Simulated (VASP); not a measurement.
# SnTe (Fm-3m) in VASP: notebook

The runs below take SnTe through single point, with r2SCAN.

Everything below comes from runs of VASP 6.6.1. Logs are shortened: lines on timing, memory, paths and dates and some standing lists are left out, and cuts for length are marked.

## (1) The cell of the first run

The structure is cubic, space group Fm-3m (No. 225). Conventional cell: a = 6.570 Å, b = 6.570 Å, c = 6.570 Å, α = 90.00°, β = 90.00°, γ = 90.00°. Within 4.3 Å of Sn (site symmetry m-3m) lie 6 Te at 3.29 Å. Within 4.3 Å of Te (site symmetry m-3m) lie 6 Sn at 3.29 Å.

## (2) Single point, r2SCAN, non-collinear spin, zero start, spin-orbit coupling (strain +3.0%)

POSCAR

```
SnTe
1.0
    0.0000000000      3.2850102558      3.2850102558
    3.2850102558      0.0000000000      3.2850102558
    3.2850102558      3.2850102558      0.0000000000
Sn Te
1 1
Direct
    0.0000000000      0.0000000000      0.0000000000
    0.5000000000      0.5000000000      0.5000000000
```

INCAR.step1

```
SYSTEM = SnTe
PREC = Accurate
ENCUT = 520
ISMEAR = -1
SIGMA = 0.02
LREAL = .FALSE.
LASPH = .TRUE.
NELM = 150
MAGMOM = 0 0 0 0 0 0
LSORBIT = .TRUE.
GGA_COMPAT = .FALSE.
NBANDS = 32
GGA = PE
ALGO = Normal
EDIFF = 1E-4
LWAVE = .TRUE.
LCHARG = .FALSE.
```

INCAR.step2

```
SYSTEM = SnTe
PREC = Accurate
ENCUT = 520
EDIFF = 1E-7
ISMEAR = -1
SIGMA = 0.02
LREAL = .FALSE.
LASPH = .TRUE.
NELM = 150
ALGO = Normal
ISIF = 2
LWAVE = .FALSE.
LCHARG = .FALSE.
MAGMOM = 0 0 0 0 0 0
LORBIT = 11
LSORBIT = .TRUE.
GGA_COMPAT = .FALSE.
LORBMOM = .TRUE.
METAGGA = R2SCAN
LMIXTAU = .TRUE.
NBANDS = 32
ISTART = 1
```

KPOINTS

```
Automatic mesh
0
G
  8 8 8
  0 0 0
```

Potentials or basis: VASP PAW PBE potentials, release 64 (Sn_d, Te).

On the command line:

```bash
$ cat potpaw_PBE.64/Sn_d/POTCAR potpaw_PBE.64/Te/POTCAR > POTCAR
$ cp INCAR.step1 INCAR
$ mpirun -np 1 vasp_ncl > vasp.out
$ cp INCAR.step2 INCAR
$ mpirun -np 1 vasp_ncl > vasp.out
```

OUTCAR:

```text
SYSTEM = SnTe
   PREC = Accurate
   ENCUT = 520
   EDIFF = 1E-7
   ISMEAR = -1
   LREAL = .FALSE.
   LASPH = .TRUE.
   NELM = 150
   ISIF = 2
   LORBIT = 11
   LSORBIT = .TRUE.
   METAGGA = R2SCAN
   ISTART = 1

 ion  position               nearest neighbor table
   1  0.000  0.000  0.000-   2 3.29   2 3.29   2 3.29   2 3.29   2 3.29   2 3.29
   2  0.500  0.500  0.500-   1 3.29   1 3.29   1 3.29   1 3.29   1 3.29   1 3.29

  LATTYP: Found a face centered cubic cell.
 ALAT       =     6.5700205116

  Lattice vectors:

 A1 = (   0.0000000000,   3.2850102558,   3.2850102558)
 A2 = (   3.2850102558,   0.0000000000,   3.2850102558)
 A3 = (   3.2850102558,   3.2850102558,   0.0000000000)

Analysis of symmetry for initial positions (statically):
=====================================================================
 Subroutine PRICEL returns:
 Original cell was already a primitive cell.

 Routine SETGRP: Setting up the symmetry group for a
 face centered cubic supercell.

 Subroutine GETGRP returns: Found 48 space group operations
 (whereof 48 operations were pure point group operations)
 out of a pool of 48 trial point group operations.

The static configuration has the point symmetry O_h .

Analysis of symmetry for dynamics (positions and initial velocities):
=====================================================================
 Subroutine PRICEL returns:
 Original cell was already a primitive cell.

 Routine SETGRP: Setting up the symmetry group for a
 face centered cubic supercell.

 Subroutine GETGRP returns: Found 48 space group operations
 (whereof 48 operations were pure point group operations)
 out of a pool of 48 trial point group operations.

The dynamic configuration has the point symmetry O_h .

Analysis of structural, dynamic, and magnetic symmetry:
=====================================================================
 Subroutine PRICEL returns:
 Original cell was already a primitive cell.

 Routine SETGRP: Setting up the symmetry group for a
 face centered cubic supercell.

 Subroutine GETGRP returns: Found 48 space group operations
 (whereof 48 operations were pure point group operations)
 out of a pool of 48 trial point group operations.

The overall configuration has the point symmetry O_h .

 Subroutine INISYM returns: Found 48 space group operations
 (whereof 48 operations are pure point group operations),
 and found     1 'primitive' translations

----------------------------------------------------------------------------------------

                                     Primitive cell

  volume of cell :      70.8990

  direct lattice vectors                    reciprocal lattice vectors
     0.000000000  3.285010256  3.285010256    -0.152206526  0.152206526  0.152206526
     3.285010256  0.000000000  3.285010256     0.152206526 -0.152206526  0.152206526
     3.285010256  3.285010256  0.000000000     0.152206526  0.152206526 -0.152206526

  length of vectors
     4.645706056  4.645706056  4.645706056     0.263629437  0.263629437  0.263629437

  position of ions in fractional coordinates (direct lattice)
     0.000000000  0.000000000  0.000000000
     0.500000000  0.500000000  0.500000000

  ion indices of the primitive-cell ions
   primitive index   ion index
                 1           1
                 2           2

----------------------------------------------------------------------------------------

 KPOINTS: Automatic mesh

Automatic generation of k-mesh.
 Grid dimensions read from file:
 generate k-points for:    8    8    8

 Generating k-lattice:

  Cartesian coordinates                     Fractional coordinates (reciprocal lattice)
    -0.019025816  0.019025816  0.019025816     0.125000000  0.000000000  0.000000000
     0.019025816 -0.019025816  0.019025816     0.000000000  0.125000000  0.000000000
     0.019025816  0.019025816 -0.019025816     0.000000000  0.000000000  0.125000000

  Length of vectors
     0.032953680  0.032953680  0.032953680

  Shift w.r.t. Gamma in fractional coordinates (k-lattice)
     0.000000000  0.000000000  0.000000000

 Subroutine IBZKPT returns following result:
 ===========================================

 Found     29 irreducible k-points:

 Following reciprocal coordinates:
            Coordinates               Weight
  0.000000  0.000000  0.000000      1.000000
  0.125000  0.000000  0.000000      8.000000
  0.250000  0.000000  0.000000      8.000000
  0.375000  0.000000  0.000000      8.000000
  0.500000  0.000000  0.000000      4.000000
  0.125000  0.125000  0.000000      6.000000
[... 16 lines left out ...]
  0.500000  0.250000  0.125000     48.000000
 -0.375000  0.250000  0.125000     24.000000
 [... further k-points ...]
[... 32 lines left out ...]
   EFERMI =   0.00;   METHOD = LEGACY
   ISMEAR =    -1;   SIGMA  =   0.02  broadening in eV -4-tet -1-fermi 0-gaus
   EFERMI_NEDOS =   21; number of points for ismear=-14 and -15
   IALGO  =     38    algorithm
   IMIX   =      4    mixing-type and parameters
     AMIX     =   0.40;   BMIX     =  1.00
     AMIX_MAG =   1.60;   BMIX_MAG =  1.00
  volume/ion in A,a.u.               =      35.45       239.23
  Fermi-wavevector in a.u.,A,eV,Ry     =   1.073672  2.028945 15.684395  1.152771
  Thomas-Fermi vector in A             =   2.209478
   LORBIT       =     11    0 simple, 1 ext, 2 COOP (PROOUT), +10 PAW based schemes
   METAGGA = R2SCAN    functional components
   LHFCALC =     F    Hartree Fock is set to
   AEXX    =    0.0000 exact exchange contribution
   IVDW    =     0    specifies the selected vdW correction
   LEPSILON=     F    determine dielectric tensor
   LRPA    =     F    only Hartree local field effects (RPA)
  energy-cutoff  :      520.00
  volume of cell :       70.90
 maximum number of plane-waves:      3852
   NGX = 17   NGY = 17   NGZ = 17

 number of electron      19.9999992 magnetization       0.0000000      0.0000000      0.0000000

 number of electron      19.9999992 magnetization      -0.0000000     -0.0000000     -0.0000000

 number of electron      19.9999992 magnetization      -0.0000000     -0.0000000      0.0000000

 number of electron      19.9999992 magnetization       0.0000000      0.0000000     -0.0000000

 Free energy of the ion-electron system (eV)
  ---------------------------------------------------
  ext. energy  EPLUGINS =         0.00000000
  ---------------------------------------------------
  free energy    TOTEN  =       -50.75652729 eV

  energy without entropy =      -50.75650103  energy(sigma->0) =      -50.75651416

 E-fermi :   5.4484     XC(G=0):  -9.4756

 val. band max:        5.3494654078   @ k =   0.5000   0.0000   0.0000
 cond. band min:       5.5472991066   @ k =   0.5000   0.0000   0.0000
 fundamental gap:      0.1978336989
 Fermi energy:         5.4483822492

 k-point     1 :       0.0000    0.0000    0.0000
  band No.  band energies     occupation
      1     -17.8331      1.00000
      2     -17.8331      1.00000
      3     -17.8331      1.00000
      4     -17.8331      1.00000
      5     -16.7912      1.00000
      6     -16.7912      1.00000
[... 829 lines left out ...]
     31      15.0488      0.00000
     32      15.0488      0.00000

 [... further k-points ...]

------------------------ aborting loop because EDIFF is reached ----------------------------------------

  FORCE on cell =-STRESS in cart. coord.  units (eV):
  Direction    XX          YY          ZZ          XY          YZ          ZX
  --------------------------------------------------------------------------------------
  -------------------------------------------------------------------------------------
  Total       -1.4486620     -1.4486620     -1.4486620     -0.0000000     -0.0000000      0.0000000
  in kB      -32.7368927    -32.7368927    -32.7368927     -0.0000000     -0.0000000      0.0000000
  external PRESSURE =     -32.7368927 kB  Pullay stress =       0.0000000 kB

 VOLUME and BASIS-vectors are now :
 -----------------------------------------------------------------------------
  energy-cutoff  :      520.00
  volume of cell :       70.90
      direct lattice vectors                 reciprocal lattice vectors
     0.000000000  3.285010256  3.285010256    -0.152206526  0.152206526  0.152206526
     3.285010256  0.000000000  3.285010256     0.152206526 -0.152206526  0.152206526
     3.285010256  3.285010256  0.000000000     0.152206526  0.152206526 -0.152206526

 POSITION                                       TOTAL-FORCE (eV/Angst)
 -----------------------------------------------------------------------------------
      0.00000      0.00000      0.00000        -0.000000      0.000000     -0.000000
      3.28501      3.28501      3.28501         0.000000     -0.000000      0.000000
 -----------------------------------------------------------------------------------
    total drift:                               -0.000000      0.000000      0.000000

  FREE ENERGIE OF THE ION-ELECTRON SYSTEM (eV)
  ---------------------------------------------------
  free  energy   TOTEN  =       -50.7565272938 eV

  energy  without entropy=      -50.7565010322  energy(sigma->0) =      -50.75651416

 orbital moment (x)

 # of ion     p       d       tot
 ----------------------------------------
  1         0.000   0.000   0.000
  2         0.000  -0.000   0.000
 ----------------------------------------
            0.000   0.000   0.000

 orbital moment (y)

 # of ion     p       d       tot
 ----------------------------------------
  1         0.000  -0.000  -0.000
  2         0.000   0.000   0.000
 ----------------------------------------
            0.000  -0.000   0.000

 orbital moment (z)

 # of ion     p       d       tot
 ----------------------------------------
  1         0.000   0.000   0.000
  2         0.000   0.000   0.000
 ----------------------------------------
            0.000   0.000   0.000

 Spin-Orbit-Coupling matrix elements

 Ion:    1  E_soc:     -0.0860352
 l=   1
     0.0000000    -0.0083600    -0.0083600
    -0.0083600     0.0000000    -0.0083600
    -0.0083600    -0.0083600     0.0000000
 l=   2
     0.0000000    -0.0011850     0.0000000    -0.0011850    -0.0047942
    -0.0011850     0.0000000    -0.0035956    -0.0011850    -0.0011985
     0.0000000    -0.0035956     0.0000000    -0.0035956     0.0000000
    -0.0011850    -0.0011850    -0.0035956     0.0000000    -0.0011985
    -0.0047942    -0.0011985     0.0000000    -0.0011985     0.0000000
 l=   3
     0.0000000     0.0000000     0.0000000     0.0000000     0.0000000     0.0000000     0.0000000
     0.0000000     0.0000000     0.0000000     0.0000000     0.0000000     0.0000000     0.0000000
     0.0000000     0.0000000     0.0000000     0.0000000     0.0000000     0.0000000     0.0000000
     0.0000000     0.0000000     0.0000000     0.0000000     0.0000000     0.0000000     0.0000000
     0.0000000     0.0000000     0.0000000     0.0000000     0.0000000     0.0000000     0.0000000
     0.0000000     0.0000000     0.0000000     0.0000000     0.0000000     0.0000000     0.0000000
     0.0000000     0.0000000     0.0000000     0.0000000     0.0000000     0.0000000     0.0000000

 Ion:    2  E_soc:     -0.1939268
 l=   1
     0.0000000    -0.0323130    -0.0323130
    -0.0323130     0.0000000    -0.0323130
    -0.0323130    -0.0323130     0.0000000
 l=   2
     0.0000000    -0.0000060     0.0000000    -0.0000060    -0.0000021
    -0.0000060     0.0000000    -0.0000016    -0.0000060    -0.0000005
     0.0000000    -0.0000016     0.0000000    -0.0000016     0.0000000
    -0.0000060    -0.0000060    -0.0000016     0.0000000    -0.0000005
    -0.0000021    -0.0000005     0.0000000    -0.0000005     0.0000000
 l=   3
     0.0000000     0.0000000     0.0000000     0.0000000     0.0000000     0.0000000     0.0000000
     0.0000000     0.0000000     0.0000000     0.0000000     0.0000000     0.0000000     0.0000000
     0.0000000     0.0000000     0.0000000     0.0000000     0.0000000     0.0000000     0.0000000
     0.0000000     0.0000000     0.0000000     0.0000000     0.0000000     0.0000000     0.0000000
     0.0000000     0.0000000     0.0000000     0.0000000     0.0000000     0.0000000     0.0000000
     0.0000000     0.0000000     0.0000000     0.0000000     0.0000000     0.0000000     0.0000000
     0.0000000     0.0000000     0.0000000     0.0000000     0.0000000     0.0000000     0.0000000

 total charge

# of ion       s       p       d       tot
------------------------------------------
    1        1.357   0.666   9.965  11.989
    2        1.379   1.981   0.019   3.380
--------------------------------------------------
tot          2.736   2.648   9.985  15.369

 magnetization (x)

# of ion       s       p       d       tot
------------------------------------------
    1        0.000  -0.000  -0.000  -0.000
    2        0.000   0.000  -0.000   0.000
--------------------------------------------------
tot          0.000   0.000  -0.000   0.000

 magnetization (y)

# of ion       s       p       d       tot
------------------------------------------
    1       -0.000  -0.000  -0.000  -0.000
    2        0.000   0.000   0.000   0.000
--------------------------------------------------
tot         -0.000   0.000  -0.000  -0.000

 magnetization (z)

# of ion       s       p       d       tot
------------------------------------------
    1        0.000   0.000  -0.000  -0.000
    2        0.000   0.000   0.000   0.000
--------------------------------------------------
tot          0.000   0.000  -0.000   0.000
```

Run time: 29 min. Hardware: 1 thread of Oxide Virtual Turin-like, shared host; peak memory 0.49 GiB.

What came out:

```yaml
Free_energy: -50.7565 eV
Pressure: -3.3 GPa
Net_moment: 0.00 μB per cell
Valence_electrons_inside_the_program's_atomic_spheres: Sn 11.99; Te 3.38
```

Moments on the atoms (μB; x, y, z):
```
Sn  0.00 0.00 0.00
Te  0.00 0.00 0.00
```

Caveat: the cell differs from its parent crystal (strain +3.0%); the cell stands under tension; the PAW data sets were made with another functional, which shifts forces and pressure a little.

## (3) Single point, r2SCAN, non-collinear spin, zero start, spin-orbit coupling (strain +4.0%)

POSCAR

```
SnTe
1.0
    0.0000000000      3.3169035593      3.3169035593
    3.3169035593      0.0000000000      3.3169035593
    3.3169035593      3.3169035593      0.0000000000
Sn Te
1 1
Direct
    0.0000000000      0.0000000000      0.0000000000
    0.5000000000      0.5000000000      0.5000000000
```

INCAR.step1

```
PREC = Accurate
ENCUT = 520
ISMEAR = -1
SIGMA = 0.02
LREAL = False
LASPH = True
NELM = 150
LNONCOLLINEAR = True
MAGMOM = 0 0 0 0 0 0
LSORBIT = True
GGA_COMPAT = False
NBANDS = 32
GGA = PE
ALGO = Normal
EDIFF = 1E-4
LWAVE = True
LCHARG = False
```

INCAR.step2

```
PREC = Accurate
ENCUT = 520
EDIFF = 1E-7
ISMEAR = -1
SIGMA = 0.02
LREAL = False
LASPH = True
NELM = 150
ALGO = Normal
ISIF = 2
LWAVE = False
LCHARG = False
LNONCOLLINEAR = True
MAGMOM = 0 0 0 0 0 0
LORBIT = 11
LSORBIT = True
GGA_COMPAT = False
LORBMOM = True
METAGGA = R2SCAN
LMIXTAU = True
NBANDS = 32
ISTART = 1
```

KPOINTS

```
Automatic mesh
0
Gamma
  8 8 8
```

Potentials or basis: VASP PAW PBE potentials, release 64 (Sn_d, Te).

On the command line:

```bash
$ cat potpaw_PBE.64/Sn_d/POTCAR potpaw_PBE.64/Te/POTCAR > POTCAR
$ cp INCAR.step1 INCAR
$ mpirun -np 1 vasp_ncl > vasp.out
$ cp INCAR.step2 INCAR
$ mpirun -np 1 vasp_ncl > vasp.out
```

It took 32 min on 1 thread of Oxide Virtual Turin-like, shared host; peak memory 0.49 GiB.

Results (log left out):

```
Free energy                                           : -50.7092 eV
Pressure                                              : -4.1 GPa
Net moment                                            : 0.00 μB per cell
Valence electrons inside the program's atomic spheres : Sn 11.97; Te 3.37
```

Moments on the atoms (μB; x, y, z):
```
Sn  0.00 0.00 0.00
Te  0.00 0.00 0.00
```

Caveat: the cell differs from its parent crystal (strain +4.0%); the cell stands under tension; the PAW data sets were made with another functional, which shifts forces and pressure a little.
